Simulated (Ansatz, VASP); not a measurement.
AlNi: VASP and Ansatz over several settings

```
Ni Al
1.0
     2.30068   -1.39468    0.00000
     2.30068    1.39468    0.00000
    -1.35645    0.00000    3.88084
Ni Al
1 1
Direct
  0.50000 0.50000 0.50000
  0.00000 0.00000 0.00000
```

Single points on this cell with VASP 6.6.1 and Ansatz 0.2.0. Each row is one pair of runs. Alike in all rows: spin: collinear, typed start; k mesh: 11 × 11 × 7; smearing: fermi-dirac, width 0.05 eV; Ansatz's potentials, cutoff: Ansatz PAW, 420 eV.

```tsv
level	VASP's potentials, cutoff	gap on the k mesh at the Fermi level (eV), VASP	gap on the k mesh at the Fermi level (eV), Ansatz	pressure (GPa), VASP	pressure (GPa), Ansatz	net moment per atom (μB), VASP	net moment per atom (μB), Ansatz
PBE	VASP PAW PBE potentials, release 64 (Ni, Al), 520 eV	none	none	2.5	1.9	0.00	0.00
LDA	VASP PAW LDA potentials, release 64 (Ni, Al), 520 eV	none	none	-7.7	-8.0	0.00	0.00
PBEsol	VASP PAW PBE potentials, release 64 (Ni, Al), 520 eV	none	none	-3.0	-3.1	0.00	0.00
```

Pressure (GPa): the two programs differ by at most 0.54; net moment per atom (μB): the two programs differ by at most 0.

VASP's potentials hold 13 valence electrons a cell and Ansatz's 21, so a difference there can come from the potentials and not from the codes.

A gap of «none» marks a metal or a gap that the smearing closes.
